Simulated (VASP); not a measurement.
# HfPb3 (Pm-3m) in VASP: notebook

The runs below take HfPb3 through single point, relaxation of cell and atoms, with PBE.

Program: VASP 6.6.1. These are calculated values, not measurements. Logs are shortened: lines on timing, memory, paths and dates and some standing lists are left out, and cuts for length are marked.

**1. The cell of the first run**

The structure is cubic, space group Pm-3m (No. 221). The conventional cell has a = 4.785 Å, b = 4.785 Å, c = 4.785 Å, α = 90.00°, β = 90.00°, γ = 90.00°. Hf (site symmetry m-3m) has 12 Pb at 3.38 Å within 4.4 Å. Within 4.4 Å of Pb (site symmetry 4/mmm) lie 4 Hf at 3.38 Å and 8 Pb at 3.38 Å.

**2. Single point, PBE**

The input, INCAR:

```
SYSTEM = HfPb3
PREC = Accurate
ENCUT = 520
EDIFF = 1E-7
ISMEAR = 0
SIGMA = 0.1
LREAL = .False.
LASPH = .True.
NELM = 60
ALGO = Normal
ISIF = 2
LWAVE = .False.
LCHARG = .False.
GGA = PE
NBANDS = 34
```

The input, KPOINTS:

```
regular mesh
0
Gamma
  4 4 4
  0 0 0
```

The input, POSCAR:

```
HfPb3
1.0
    4.7851689539      0.0000000000      0.0000000000
    0.0000000000      4.7851689539      0.0000000000
    0.0000000000      0.0000000000      4.7851689539
Hf Pb
1 3
Direct
    0.0000000000      0.0000000000      0.0000000000
    0.0000000000      0.5000000000      0.5000000000
    0.5000000000      0.0000000000      0.5000000000
    0.5000000000      0.5000000000      0.0000000000
```

Potentials or basis: VASP PAW PBE potentials, release 64 (Hf_pv, Pb_d).

Launch:

```sh
$ cat potpaw_PBE.64/Hf_pv/POTCAR potpaw_PBE.64/Pb_d/POTCAR > POTCAR
$ mpirun -np 1 vasp_std > vasp.out
```

OUTCAR:

```text
SYSTEM = HfPb3
   PREC = Accurate
   ENCUT = 520
   EDIFF = 1E-7
   ISMEAR = 0
   LREAL = .False.
   LASPH = .True.
   NELM = 60
   ISIF = 2
   GGA = PE

 ion  position               nearest neighbor table
   1  0.000  0.000  0.000-   2 3.38   3 3.38   4 3.38   2 3.38   3 3.38   2 3.38   4 3.38   2 3.38
                             3 3.38   4 3.38   3 3.38   4 3.38
   2  0.000  0.500  0.500-   1 3.38   3 3.38   4 3.38   1 3.38   4 3.38   1 3.38   3 3.38   1 3.38
                             3 3.38   4 3.38   4 3.38   3 3.38
   3  0.500  0.000  0.500-   1 3.38   2 3.38   4 3.38   1 3.38   4 3.38   2 3.38   4 3.38   4 3.38
                             1 3.38   2 3.38   1 3.38   2 3.38
   4  0.500  0.500  0.000-   1 3.38   2 3.38   3 3.38   2 3.38   3 3.38   1 3.38   3 3.38   3 3.38
                             1 3.38   2 3.38   2 3.38   1 3.38

  LATTYP: Found a simple cubic cell.
 ALAT       =     4.7851689539

  Lattice vectors:

 A1 = (   4.7851689539,   0.0000000000,   0.0000000000)
 A2 = (   0.0000000000,   4.7851689539,   0.0000000000)
 A3 = (   0.0000000000,   0.0000000000,   4.7851689539)

Analysis of symmetry for initial positions (statically):
=====================================================================
 Subroutine PRICEL returns:
 Original cell was already a primitive cell.

 Routine SETGRP: Setting up the symmetry group for a
 simple cubic supercell.

 Subroutine GETGRP returns: Found 48 space group operations
 (whereof 48 operations were pure point group operations)
 out of a pool of 48 trial point group operations.

The static configuration has the point symmetry O_h .

Analysis of symmetry for dynamics (positions and initial velocities):
=====================================================================
 Subroutine PRICEL returns:
 Original cell was already a primitive cell.

 Routine SETGRP: Setting up the symmetry group for a
 simple cubic supercell.

 Subroutine GETGRP returns: Found 48 space group operations
 (whereof 48 operations were pure point group operations)
 out of a pool of 48 trial point group operations.

The dynamic configuration has the point symmetry O_h .

 Subroutine INISYM returns: Found 48 space group operations
 (whereof 48 operations are pure point group operations),
 and found     1 'primitive' translations

----------------------------------------------------------------------------------------

                                     Primitive cell

  volume of cell :     109.5700

  direct lattice vectors                    reciprocal lattice vectors
     4.785168954  0.000000000  0.000000000     0.208979037  0.000000000  0.000000000
[... 80 lines left out ...]
   NFREE  =      0    steps in history (QN), initial steepest desc. (CG)
   ISIF   =      2    stress and relaxation
   ISYM   =      2    0-nonsym 1-usesym 2-fastsym
   POTIM  = 0.5000    time-step for ionic-motion
   TEBEG  =    0.0;   TEEND  =   0.0 temperature during run
   PSTRESS=    0.0 pullay stress
   NELECT =      52.0000    total number of electrons
   NUPDOWN=      -1.0000    fix difference up-down
   EMIN   =  10.00;   EMAX   =-10.00  energy-range for DOS
   EFERMI =   0.00;   METHOD = LEGACY
   ISMEAR =     0;   SIGMA  =   0.10  broadening in eV -4-tet -1-fermi 0-gaus
   EFERMI_NEDOS =   21; number of points for ismear=-14 and -15
   IALGO  =     38    algorithm
   IMIX   =      4    mixing-type and parameters
     AMIX     =   0.40;   BMIX     =  1.00
     AMIX_MAG =   1.60;   BMIX_MAG =  1.00
  volume/ion in A,a.u.               =      27.39       184.85
  Fermi-wavevector in a.u.,A,eV,Ry     =   1.276964  2.413112 22.186166  1.630637
  Thomas-Fermi vector in A             =   2.409590
   LORBIT       =      0    0 simple, 1 ext, 2 COOP (PROOUT), +10 PAW based schemes
   GGA     = PE    functional components
   LHFCALC =     F    Hartree Fock is set to
   AEXX    =    0.0000 exact exchange contribution
   IVDW    =     0    specifies the selected vdW correction
   LEPSILON=     F    determine dielectric tensor
   LRPA    =     F    only Hartree local field effects (RPA)
 non-spin polarized calculation
 Gauss-broadening in eV      SIGMA  =   0.10
  energy-cutoff  :      520.00
  volume of cell :      109.57
 maximum number of plane-waves:      3016
 NGX is ok and might be reduce to    36
   NGX = 17   NGY = 17   NGZ = 17

 number of electron      52.0000012 magnetization

 Free energy of the ion-electron system (eV)
  ---------------------------------------------------
  ext. energy  EPLUGINS =         0.00000000
  ---------------------------------------------------
  free energy    TOTEN  =       -19.36287741 eV

  energy without entropy =      -19.32841148  energy(sigma->0) =      -19.34564444

 E-fermi :   7.4867     XC(G=0): -10.6120

 val. band max:        7.4273712961   @ k =   0.2500   0.0000   0.0000
 cond. band min:       7.5222124498   @ k =   0.0000   0.0000   0.0000
 fundamental gap:      0.0948411537
 Fermi energy:         7.4866912753

 k-point     1 :       0.0000    0.0000    0.0000
  band No.  band energies     occupation
      1     -24.8315      2.00000
      2     -24.8315      2.00000
      3     -24.8315      2.00000
      4      -9.7547      2.00000
      5      -9.7429      2.00000
      6      -9.7429      2.00000
[... 359 lines left out ...]
     33      13.6643      0.00000
     34      13.6651      0.00000

------------------------ aborting loop because EDIFF is reached ----------------------------------------

  FORCE on cell =-STRESS in cart. coord.  units (eV):
  Direction    XX          YY          ZZ          XY          YZ          ZX
  --------------------------------------------------------------------------------------
  -------------------------------------------------------------------------------------
  Total        0.3829231      0.3829231      0.3829231      0.0000000      0.0000000      0.0000000
  in kB        5.5992555      5.5992555      5.5992555      0.0000000      0.0000000      0.0000000
  external PRESSURE =       5.5992555 kB  Pullay stress =       0.0000000 kB

 VOLUME and BASIS-vectors are now :
 -----------------------------------------------------------------------------
  energy-cutoff  :      520.00
  volume of cell :      109.57
      direct lattice vectors                 reciprocal lattice vectors
     4.785168954  0.000000000  0.000000000     0.208979037  0.000000000  0.000000000
     0.000000000  4.785168954  0.000000000     0.000000000  0.208979037  0.000000000
     0.000000000  0.000000000  4.785168954     0.000000000  0.000000000  0.208979037

 POSITION                                       TOTAL-FORCE (eV/Angst)
 -----------------------------------------------------------------------------------
      0.00000      0.00000      0.00000         0.000000      0.000000      0.000000
      0.00000      2.39258      2.39258         0.000000      0.000000      0.000000
      2.39258      0.00000      2.39258         0.000000      0.000000      0.000000
      2.39258      2.39258      0.00000         0.000000      0.000000      0.000000
 -----------------------------------------------------------------------------------
    total drift:                                0.000000      0.000000      0.000000

  FREE ENERGIE OF THE ION-ELECTRON SYSTEM (eV)
  ---------------------------------------------------
  free  energy   TOTEN  =       -19.3628774051 eV

  energy  without entropy=      -19.3284114801  energy(sigma->0) =      -19.34564444
```

stdout:

```text
POSCAR found type information on POSCAR HfPb
 POSCAR found :  2 types and       4 ions
 scaLAPACK will be used
 LDA part: xc-table for (Slater+PW92), standard interpolation
 POSCAR, INCAR and KPOINTS ok, starting setup
 FFT: planning ... GRIDC
 FFT: planning ... GRID_SOFT
 FFT: planning ... GRID
 WAVECAR not read
 entering main loop
```

It took 47 s on 1 thread of AMD EPYC 9R14 (Zen 4), shared host; peak memory 0.18 GiB.

Results:

```
Free energy            : -19.3629 eV
Pressure               : 0.6 GPa
Band gap on the k mesh : zero (bands 26 and 27 overlap by 0.72 eV)
```

Levels at points of the mesh, in eV from the Fermi level:
```
           k point  band 24  band 25  band 26  band 27  band 28  band 29
(0.00, 0.00, 0.00)    -3.03     0.04     0.49     0.49     0.49     0.68
(0.50, 0.00, 0.00)    -1.99    -1.73    -0.23    -0.23     0.50     0.88
(0.50, 0.50, 0.00)    -1.63    -1.10     0.11     0.11     0.31     0.42
(0.50, 0.50, 0.50)    -3.78    -3.78    -1.13     1.10     1.10     1.58
```

Caveat: spin-orbit coupling is left out, which moves the levels of the heavy elements.

**3. Single point, PBE**

This run uses another cell than the first one, of 27.58 Å³/atom.

The input, INCAR:

```
SYSTEM = HfPb3
PREC = Accurate
ENCUT = 520
EDIFF = 1E-6
ISMEAR = 0
SIGMA = 0.1
LREAL = .False.
LASPH = .True.
NELM = 60
ALGO = Fast
ISIF = 2
LWAVE = .False.
LCHARG = .True.
GGA = PE
LELF = .True.
LVHAR = .True.
NBANDS = 34
```

The input, KPOINTS:

```
Automatic mesh
0
Gamma
  10 10 10
  0 0 0
```

The input, POSCAR:

```
HfPb3
1.0
    4.7961325596      0.0000000000      0.0000000000
    0.0000000000      4.7961325596      0.0000000000
    0.0000000000      0.0000000000      4.7961325596
Hf Pb
1 3
Direct
    0.0000000000      0.0000000000      0.0000000000
    0.0000000000      0.5000000000      0.5000000000
    0.5000000000      0.0000000000      0.5000000000
    0.5000000000      0.5000000000      0.0000000000
```

Potentials or basis: VASP PAW PBE potentials, release 64 (Hf_pv, Pb_d).

Launch:

```sh
$ cat potpaw_PBE.64/Hf_pv/POTCAR potpaw_PBE.64/Pb_d/POTCAR > POTCAR
$ mpirun -np 1 vasp_std > vasp.out
```

It took 4.4 min on 1 thread of AMD EPYC 9R14 (Zen 4), shared host; peak memory 0.29 GiB.

Results (log left out):

* Free energy: -19.5398 eV
* Pressure: -0.2 GPa
* Band gap on the k mesh: zero (bands 26 and 27 overlap by 0.80 eV)

Levels at points of the mesh, in eV from the Fermi level:
| k point | band 24 | band 25 | band 26 | band 27 | band 28 | band 29 |
| --- | --- | --- | --- | --- | --- | --- |
| (0.00, 0.00, 0.00) | -3.02 | 0.04 | 0.56 | 0.56 | 0.56 | 0.73 |
| (0.50, 0.00, 0.00) | -1.95 | -1.73 | -0.24 | -0.24 | 0.57 | 0.86 |
| (0.50, 0.50, 0.00) | -1.59 | -1.12 | 0.09 | 0.09 | 0.37 | 0.40 |
| (0.50, 0.50, 0.50) | -3.76 | -3.76 | -1.11 | 1.18 | 1.18 | 1.64 |

Caveat: spin-orbit coupling is left out, which moves the levels of the heavy elements.

**4. Relaxation of cell and atoms, PBE**

The input, INCAR:

```
SYSTEM = HfPb3
PREC = Accurate ; ENCUT = 600
EDIFF = 1E-6 ; ISMEAR = 0
SIGMA = 0.1 ; LREAL = .FALSE.
LASPH = .TRUE. ; NELM = 60
ALGO = Fast ; ISIF = 3
LWAVE = .FALSE. ; LCHARG = .FALSE.
GGA = PE ; IBRION = 2
NSW = 100 ; EDIFFG = -0.01
```

The input, KPOINTS:

```
Automatic mesh
0
G
  10 10 10
  0 0 0
```

The input, POSCAR:

```
HfPb3
1.0
    4.7851689539      0.0000000000      0.0000000000
    0.0000000000      4.7851689539      0.0000000000
    0.0000000000      0.0000000000      4.7851689539
Hf Pb
1 3
Direct
    0.0000000000      0.0000000000      0.0000000000
    0.0000000000      0.5000000000      0.5000000000
    0.5000000000      0.0000000000      0.5000000000
    0.5000000000      0.5000000000      0.0000000000
```

Launch:

```sh
$ cat potpaw_PBE.64/Hf_pv/POTCAR potpaw_PBE.64/Pb_d/POTCAR > POTCAR
$ mpirun -np 1 vasp_std > vasp.out
```

Run time: 9.1 min. Hardware: 1 thread of AMD EPYC 9R14 (Zen 4), shared host; peak memory 0.36 GiB.

It converged, with:

```
Free energy                           : -19.5399 eV
Relaxed volume                        : 27.52 Å³/atom
Relaxed cell                          : a = 4.793 Å, b = 4.793 Å, c = 4.793 Å, α = 90.00°, β = 90.00°, γ = 90.00°
Space group after relaxing (to 0.1 Å) : Pm-3m (No. 221)
Energy gained by relaxing             : 0.1 meV/atom
Ionic steps                           : 3
Pressure after relaxing               : 0.0 GPa
Band gap on the k mesh                : zero (bands 26 and 27 overlap by 0.80 eV)
```

Step by step:
```csv
step,energy change (eV),largest force (eV/Å),pressure (GPa),volume (Å³)
1,0.0000,0.0000,0.27,109.57
2,-0.0003,0.0000,-0.14,110.31
3,-0.0004,0.0000,0.03,110.08
```

Final structure:
```xyz
4
Lattice="4.7926 0.0000 0.0000 0.0000 4.7926 0.0000 0.0000 0.0000 4.7926" Properties=species:S:1:pos:R:3 pbc="T T T"
Hf    0.0000    0.0000    0.0000
Pb    0.0000    2.3963    2.3963
Pb    2.3963    0.0000    2.3963
Pb    2.3963    2.3963    0.0000
```

Levels at points of the mesh, in eV from the Fermi level:
| k point | band 23 | band 24 | band 25 | band 26 | band 27 | band 28 | band 29 | band 30 |
| --- | --- | --- | --- | --- | --- | --- | --- | --- |
| (0.00, 0.00, 0.00) | -3.03 | -3.03 | 0.05 | 0.56 | 0.56 | 0.56 | 0.73 | 0.73 |
| (0.50, 0.00, 0.00) | -2.61 | -1.96 | -1.73 | -0.24 | -0.24 | 0.57 | 0.86 | 1.09 |
| (0.50, 0.50, 0.00) | -1.59 | -1.59 | -1.12 | 0.09 | 0.09 | 0.37 | 0.40 | 0.79 |
| (0.50, 0.50, 0.50) | -3.77 | -3.77 | -3.77 | -1.11 | 1.19 | 1.19 | 1.65 | 1.65 |

Caveat: spin-orbit coupling is left out, which moves the levels of the heavy elements.

**5. Overview**

| task | cell | k mesh | cutoff (eV) | gap on the mesh (eV) | pressure (GPa) |
| --- | --- | --- | --- | --- | --- |
| single point | a = 4.785 Å, 4 atoms | 4 × 4 × 4 | 520 | none | 0.6 |
| single point | a = 4.796 Å, 4 atoms | 10 × 10 × 10 | 520 | none | -0.2 |
| relaxation of cell and atoms | relaxed from a = 4.785 Å, 4 atoms | 10 × 10 × 10 | 600 | none | 0.0 |

Alike in all rows: level PBE; potentials or basis VASP PAW PBE potentials, release 64 (Hf_pv, Pb_d); no spin polarisation; smearing gaussian 0.1 eV.

Caveats: spin-orbit coupling is left out, which moves the levels of the heavy elements.

Absolute energies hang on the potentials; compare differences alone.
